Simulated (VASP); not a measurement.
# SrCl2 (Fm-3m) in VASP: notebook, part 3 of 3

VASP 6.6.1. Earlier steps stand in the parts before.

## 5. Single point, PBE-based screened hybrid with 50 % exact exchange

POSCAR reads:

```
SrCl2
1.0
    0.0000000000      3.4883500000      3.4883500000
    3.4883500000      0.0000000000      3.4883500000
    3.4883500000      3.4883500000      0.0000000000
Sr Cl
1 2
Direct
    0.0000000000      0.0000000000      0.0000000000
    0.7500000000      0.7500000000      0.7500000000
    0.2500000000      0.2500000000      0.2500000000
```

INCAR.step1 reads:

```
SYSTEM = SrCl2
PREC = Accurate
ENCUT = 520
EDIFF = 1E-5
ISMEAR = -1
SIGMA = 0.05
LREAL = .FALSE.
LASPH = .TRUE.
NELM = 60
ALGO = Normal
ISIF = 2
LWAVE = .TRUE.
NBANDS = 19
GGA = PE
```

INCAR.step2 reads:

```
SYSTEM = SrCl2
PREC = Accurate
ENCUT = 520
EDIFF = 1E-6
ISMEAR = -1
SIGMA = 0.05
LREAL = .FALSE.
LASPH = .TRUE.
NELM = 60
ALGO = Normal
ISIF = 2
LWAVE = .FALSE.
LCHARG = .TRUE.
GGA = PE
LHFCALC = .TRUE.
AEXX = 0.5
HFSCREEN = 0.2078699
PRECFOCK = Normal
LELF = .TRUE.
LVHAR = .TRUE.
NBANDS = 19
ISTART = 1
```

KPOINTS reads:

```
regular mesh
0
G
  4 4 4
  0 0 0
```

Potentials or basis: VASP PAW PBE potentials, release 64 (Sr_sv, Cl).

Command:

```sh
> cat potpaw_PBE.64/Sr_sv/POTCAR potpaw_PBE.64/Cl/POTCAR > POTCAR
> cp INCAR.step1 INCAR
> mpirun -np 1 vasp_std > vasp.out
> cp INCAR.step2 INCAR
> mpirun -np 1 vasp_std > vasp.out
```

OUTCAR:

```text
SYSTEM = SrCl2
   PREC = Accurate
   ENCUT = 520
   EDIFF = 1E-6
   ISMEAR = -1
   LREAL = .FALSE.
   LASPH = .TRUE.
   NELM = 60
   ISIF = 2
   GGA = PE
   LHFCALC = .TRUE.
   AEXX = 0.5
   HFSCREEN = 0.2078699
   PRECFOCK = Normal
   ISTART = 1

 ion  position               nearest neighbor table
   1  0.000  0.000  0.000-   2 3.02   2 3.02   2 3.02   2 3.02   3 3.02   3 3.02   3 3.02   3 3.02

   2  0.750  0.750  0.750-   1 3.02   1 3.02   1 3.02   1 3.02
   3  0.250  0.250  0.250-   1 3.02   1 3.02   1 3.02   1 3.02

  LATTYP: Found a face centered cubic cell.
 ALAT       =     6.9767000000

  Lattice vectors:

 A1 = (   0.0000000000,   3.4883500000,   3.4883500000)
 A2 = (   3.4883500000,   0.0000000000,   3.4883500000)
 A3 = (   3.4883500000,   3.4883500000,   0.0000000000)

Analysis of symmetry for initial positions (statically):
=====================================================================
 Subroutine PRICEL returns:
 Original cell was already a primitive cell.

 Routine SETGRP: Setting up the symmetry group for a
 face centered cubic supercell.

 Subroutine GETGRP returns: Found 48 space group operations
 (whereof 48 operations were pure point group operations)
 out of a pool of 48 trial point group operations.

The static configuration has the point symmetry O_h .

Analysis of symmetry for dynamics (positions and initial velocities):
=====================================================================
 Subroutine PRICEL returns:
 Original cell was already a primitive cell.

 Routine SETGRP: Setting up the symmetry group for a
 face centered cubic supercell.

 Subroutine GETGRP returns: Found 48 space group operations
 (whereof 48 operations were pure point group operations)
 out of a pool of 48 trial point group operations.

The dynamic configuration has the point symmetry O_h .

 Subroutine INISYM returns: Found 48 space group operations
 (whereof 48 operations are pure point group operations),
 and found     1 'primitive' translations

----------------------------------------------------------------------------------------

                                     Primitive cell

  volume of cell :      84.8966

  direct lattice vectors                    reciprocal lattice vectors
     0.000000000  3.488350000  3.488350000    -0.143334241  0.143334241  0.143334241
     3.488350000  0.000000000  3.488350000     0.143334241 -0.143334241  0.143334241
     3.488350000  3.488350000  0.000000000     0.143334241  0.143334241 -0.143334241

  length of vectors
     4.933271880  4.933271880  4.933271880     0.248262188  0.248262188  0.248262188

  position of ions in fractional coordinates (direct lattice)
     0.000000000  0.000000000  0.000000000
     0.750000000  0.750000000  0.750000000
     0.250000000  0.250000000  0.250000000

  ion indices of the primitive-cell ions
   primitive index   ion index
[... 27 lines left out ...]

 Found      8 irreducible k-points:

 Following reciprocal coordinates:
            Coordinates               Weight
  0.000000  0.000000  0.000000      1.000000
  0.250000  0.000000  0.000000      8.000000
  0.500000  0.000000  0.000000      4.000000
  0.250000  0.250000  0.000000      6.000000
  0.500000  0.250000  0.000000     24.000000
 -0.250000  0.250000  0.000000     12.000000
  0.500000  0.500000  0.000000      3.000000
 -0.250000  0.500000  0.250000      6.000000
   k-points           NKPTS =      8   k-points in BZ     NKDIM =     64   number of bands    NBANDS=     19
   number of dos      NEDOS =    301   number of ions     NIONS =      3
   total plane-waves  NPLWV =  64000
   dimension x,y,z NGX =    40 NGY =   40 NGZ =   40
   dimension x,y,z NGXF=    80 NGYF=   80 NGZF=   80
   ions per type =               1   2
   NGX,Y,Z   is equivalent  to a cutoff of  13.48, 13.48, 13.48 a.u.
   NGXF,Y,Z  is equivalent  to a cutoff of  26.96, 26.96, 26.96 a.u.
 SYSTEM =  SrCl2
   PREC   = accura    normal or accurate (medium, high low for compatibility)
   ISTART =      1    job   : 0-new  1-cont  2-samecut
   ICHARG =      0    charge: 1-file 2-atom 10-const
   ISPIN  =      1    spin polarized calculation?
   LNONCOLLINEAR =      F non collinear calculations
   LSORBIT =      F    spin-orbit coupling
   LASPH  =      T    aspherical Exc in radial PAW
   ENCUT  =  520.0 eV  38.22 Ry    6.18 a.u.   9.17  9.17  9.17*2*pi/ulx,y,z
   NELM   =     60;   NELMIN=  2; NELMDL=  0     # of ELM steps
   EDIFF  = 0.1E-05   stopping-criterion for ELM
   LREAL  =      F    real-space projection
   EDIFFG = 0.1E-04   stopping-criterion for IOM
   NSW    =      0    number of steps for IOM
   IBRION =     -1    ionic relax: 0-MD 1-quasi-New 2-CG
   NFREE  =      0    steps in history (QN), initial steepest desc. (CG)
   ISIF   =      2    stress and relaxation
   ISYM   =      3    0-nonsym 1-usesym 2-fastsym
   POTIM  = 0.5000    time-step for ionic-motion
   TEBEG  =    0.0;   TEEND  =   0.0 temperature during run
   PSTRESS=    0.0 pullay stress
   NELECT =      24.0000    total number of electrons
   NUPDOWN=      -1.0000    fix difference up-down
   EMIN   =  10.00;   EMAX   =-10.00  energy-range for DOS
   EFERMI =   0.00;   METHOD = LEGACY
   ISMEAR =    -1;   SIGMA  =   0.05  broadening in eV -4-tet -1-fermi 0-gaus
   EFERMI_NEDOS =   21; number of points for ismear=-14 and -15
   IALGO  =     38    algorithm
   IMIX   =      1    mixing-type and parameters
     AMIX     =   0.40;   BMIX     =  1.00
     AMIX_MAG =   1.60;   BMIX_MAG =  1.00
  volume/ion in A,a.u.               =      28.30       190.97
  Fermi-wavevector in a.u.,A,eV,Ry     =   1.074439  2.030396 15.706833  1.154420
  Thomas-Fermi vector in A             =   2.210267
   LORBIT       =      0    0 simple, 1 ext, 2 COOP (PROOUT), +10 PAW based schemes
   GGA     = PE    functional components
   LHFCALC =     T    Hartree Fock is set to
   PRECFOCK=normal    Normal, Fast or Accurate (Low or Medium for compatibility)
   ENCUT4O =  -1.0   cutoff for four orbital integrals eV
   NKREDX  =     1    reduce k-point grid by
   NKREDY  =     1    reduce k-point grid by
   NKREDZ  =     1    reduce k-point grid by
   AEXX    =    0.5000 exact exchange contribution
   HFSCREEN=    0.2079 screening length (either q_TF or 0.3 A-1)
   HFSCREENC=   0.2079 screening length for correlation (either q_TF or 0.3 A-1)
   ENCUTFOCK=  -1.0 apply spherical cutoff to Coloumb kernel
   IVDW    =     0    specifies the selected vdW correction
   LEPSILON=     F    determine dielectric tensor
   LRPA    =     F    only Hartree local field effects (RPA)
 non-spin polarized calculation
  energy-cutoff  :      520.00
  volume of cell :       84.90
 maximum number of plane-waves:      2302
 NGX is ok and might be reduce to    40
  NGX = 28; NGY = 28; NGZ = 28

 number of electron      24.0000003 magnetization

 Free energy of the ion-electron system (eV)
  ---------------------------------------------------
  ext. energy  EPLUGINS =         0.00000000
  ---------------------------------------------------
  free energy    TOTEN  =       -16.91310809 eV

  energy without entropy =      -16.91310809  energy(sigma->0) =      -16.91310809

 E-fermi :  -0.5782     XC(G=0):  -5.5324

 val. band max:       -1.7296290412   @ k =   0.5000   0.5000   0.0000
 cond. band min:       6.2034560069   @ k =   0.0000   0.0000   0.0000
 fundamental gap:      7.9330850481
 Fermi energy:        -0.5781500181

 k-point     1 :       0.0000    0.0000    0.0000
  band No.  band energies     occupation
      1     -38.6955      2.00000
      2     -18.1460      2.00000
      3     -18.1460      2.00000
      4     -18.1460      2.00000
      5     -17.5089      2.00000
      6     -16.5145      2.00000
[... 153 lines left out ...]
      6     -16.5686      2.00000
[... 11 lines left out ...]
     18      10.9414      0.00000
     19      11.9232      0.00000

------------------------ aborting loop because EDIFF is reached ----------------------------------------

  FORCE on cell =-STRESS in cart. coord.  units (eV):
  Direction    XX          YY          ZZ          XY          YZ          ZX
  --------------------------------------------------------------------------------------
  -------------------------------------------------------------------------------------
  Total        0.0178820      0.0178820      0.0178820      0.0000000      0.0000000      0.0000000
  in kB        0.3374714      0.3374714      0.3374714      0.0000000      0.0000000      0.0000000
  external PRESSURE =       0.3374714 kB  Pullay stress =       0.0000000 kB

 VOLUME and BASIS-vectors are now :
 -----------------------------------------------------------------------------
  energy-cutoff  :      520.00
  volume of cell :       84.90
      direct lattice vectors                 reciprocal lattice vectors
     0.000000000  3.488350000  3.488350000    -0.143334241  0.143334241  0.143334241
     3.488350000  0.000000000  3.488350000     0.143334241 -0.143334241  0.143334241
     3.488350000  3.488350000  0.000000000     0.143334241  0.143334241 -0.143334241

 POSITION                                       TOTAL-FORCE (eV/Angst)
 -----------------------------------------------------------------------------------
      0.00000      0.00000      0.00000        -0.000000     -0.000000      0.000000
      5.23252      5.23252      5.23252         0.000000      0.000000      0.000000
      1.74418      1.74418      1.74418        -0.000000      0.000000     -0.000000
 -----------------------------------------------------------------------------------
    total drift:                                0.000001      0.000000      0.000000

  FREE ENERGIE OF THE ION-ELECTRON SYSTEM (eV)
  ---------------------------------------------------
  free  energy   TOTEN  =       -16.9131080926 eV

  energy  without entropy=      -16.9131080926  energy(sigma->0) =      -16.91310809
```

Wall time 22 min (1 thread of AMD EPYC 7R43 (Zen 3), shared host); peak memory 0.31 GiB.

Results:

```
Free energy            : -16.9131 eV
Pressure               : 0.0 GPa
Band gap on the k mesh : 7.93 eV (least direct gap 8.15 eV)
```

Caveat: the PAW data sets were made with another functional, which shifts forces and pressure a little.

## 6. The runs side by side

```csv
task,level,cell,k mesh,cutoff (eV),grid for exact exchange (PRECFOCK),share of exact exchange,screening parameter,gap on the mesh (eV),pressure (GPa)
relaxation of cell and atoms,PBEsol,relaxed to 20 GPa,7 × 7 × 7,600,-,-,-,5.10,20.0
relaxation of cell and atoms,PBEsol,relaxed to 30 GPa,7 × 7 × 7,600,-,-,-,4.96,30.0
single point,PBE0,as given,4 × 4 × 4,520,Normal,0.25,-,7.35,0.4
single point,PBE-based screened hybrid with 50 % exact exchange,as given,4 × 4 × 4,520,Normal,0.5,0.20787 1/Å,7.93,0.0
```

Alike in all rows: potentials or basis VASP PAW PBE potentials, release 64 (Sr_sv, Cl); no spin polarisation; smearing fermi-dirac 0.05 eV.

Caveats: the PAW data sets were made with another functional, which shifts forces and pressure a little; the cell is relaxed towards a set pressure, so the run minimises the enthalpy, not the energy (at least some runs); an odd mesh through Γ misses points on the zone boundary, where band edges can lie (at least some runs).

Absolute energies hang on the potentials; compare differences alone.
